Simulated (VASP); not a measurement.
## InGa2N3: single point with r2SCAN+rVV10

InGa2N3:

```xyz
6
Lattice="3.2844 0.0000 0.0000 -1.6422 2.8444 0.0000 0.0000 0.0000 8.1218" Properties=species:S:1:pos:R:3 pbc="T T T"
In    0.0000    1.8963    5.4295
Ga    0.0000    0.0000    8.2083
Ga    1.6422    0.9481    2.6424
N     0.0000    0.0000    2.0263
N     1.6422    0.9481    4.5559
N     0.0000    1.8963    7.5944
```

```yaml
Program: VASP 6.6.1
Task: single point
Functional: r2SCAN
Dispersion: rVV10
Potentials_or_basis: VASP PAW PBE potentials, release 64 (In_d, Ga_d, N)
Cutoff: 520 eV
k_mesh: 12 × 12 × 4
Occupations: fermi-dirac, width 0.03 eV
Spin: no spin polarisation
Dipole_correction: no
Further_INCAR_settings: ALGO = Normal; EDIFF = 1e-06; NBANDS = 36
```

```yaml
Pressure: 0.8 GPa
Largest_force: 0.031 eV/Å
Band_gap_on_the_k_mesh: 0.79 eV, direct
```

Forces in eV/Å, atoms in the order of the input:
```
In   0.000  0.000  0.003
Ga   0.000  0.000 -0.007
Ga   0.000  0.000 -0.007
N    0.000  0.000  0.002
N    0.000  0.000  0.031
N    0.000  0.000 -0.022
```

Levels at points of the mesh, in eV from the valence-band top:
```
           k point  band 23  band 24  band 25  band 26  band 27  band 28  band 29  band 30  band 31  band 32
(0.00, 0.00, 0.00)    -0.92    -0.92    -0.37     0.00     0.00     0.79     3.80     4.17     7.40     9.14
(0.50, 0.00, 0.00)    -2.97    -2.56    -2.39    -1.89    -1.23     3.15     5.04     5.41     6.32     7.61
(0.00, 0.00, 0.50)    -1.39    -0.78    -0.78    -0.07    -0.07     2.28     2.89     4.27     7.65     9.27
(0.50, 0.00, 0.50)    -3.48    -2.83    -2.29    -1.28    -0.99     3.86     4.33     4.49     6.98     7.56
```

It took 9 min on 1 thread of Intel(R) Xeon(R) Platinum 8488C (Sapphire Rapids) (shared host), peak memory 0.44 GiB.

Caveat: the PAW data sets were made with another functional, which shifts forces and pressure a little; spin-orbit coupling is left out, which moves the levels of the heavy elements. r2SCAN opens gaps a little over a GGA but as a rule still falls short of measured ones.
